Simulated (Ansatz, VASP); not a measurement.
## Zr2O in VASP and in Ansatz

```
CELL_PARAMETERS angstrom
4.72828 0.00000 0.00000
0.00000 4.72828 0.00000
0.00000 0.00000 4.87229
ATOMIC_POSITIONS crystal
Zr 0.25000 0.25000 0.75000
Zr 0.75000 0.25000 0.25000
Zr 0.25000 0.75000 0.25000
Zr 0.75000 0.75000 0.75000
O 0.00000 0.00000 0.00000
O 0.50000 0.50000 0.50000
```

Change from the starting cell: strain -0.015 along x and y, +0.015 along z, atoms carried along.

Alike in both runs: task single point; functional PBEsol; k mesh 10 × 10 × 10; occupations gaussian, width 0.15 eV; no spin polarisation.

|  | VASP | Ansatz |
| --- | --- | --- |
| version | VASP 6.6.1 | Ansatz 0.2.0 |
| potentials or method | VASP PAW PBE potentials, release 64 (Zr_sv, O), cutoff 520 eV | scalar-relativistic, plane waves, PAW |
| valence electrons in the cell | 60 | 60 |

Ansatz gave:

```
gap on the k mesh at the Fermi level (eV)                     : none
pressure (GPa)                                                : 2.2
traceless stress, the component that is largest in VASP (GPa) : -1.04
```

Problem. Estimate VASP's values.

Solution. gap on the k mesh at the Fermi level (eV): none; pressure (GPa): 2.5; traceless stress, the component that is largest in VASP (GPa): -1.02.

VASP's potentials were made for PBE, not for PBEsol. A gap of «none» marks a metal or a gap that the smearing closes.
